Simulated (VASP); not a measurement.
## InP: single point with PBE

InP:

```
In P
1.0
     0.00000    2.91920    2.91920
     2.91920    0.00000    2.91920
     2.91920    2.91920    0.00000
In P
1 1
Direct
  0.00000 0.00000 0.00000
  0.25000 0.25000 0.25000
```

This cell differs from its parent crystal: volume changed by -6%.

| Quantity | Value |
| --- | --- |
| Program | VASP 6.6.1 |
| Task | single point |
| Functional | PBE |
| Potentials or basis | VASP PAW PBE potentials, release 64 (In_d, P) |
| Cutoff | 520 eV |
| k mesh | 6 × 6 × 6 |
| Occupations | gaussian, width 0.01 eV |
| Spin | no spin polarisation |
| Dipole correction | no |
| Further INCAR settings | ALGO = Normal; EDIFF = 1e-06; NBANDS = 16 |

| Quantity | Value |
| --- | --- |
| Pressure | 4.2 GPa |
| Band gap on the k mesh | 0.77 eV, direct |

Levels at points of the mesh, in eV from the valence-band top:
```csv
k point,band 7,band 8,band 9,band 10,band 11,band 12
"(0.00, 0.00, 0.00)",0.00,0.00,0.00,0.77,4.09,4.09
"(0.50, 0.00, 0.00)",-5.79,-0.99,-0.99,1.53,4.81,4.81
"(0.50, 0.50, 0.00)",-5.80,-2.36,-2.36,1.74,2.26,9.29
```

Wall time 14 s on 1 thread of AMD EPYC 7R13 Processor (Zen 3), with other jobs on the host, peak memory 0.15 GiB.

Caveat: spin-orbit coupling is left out, which moves the levels of the heavy elements.
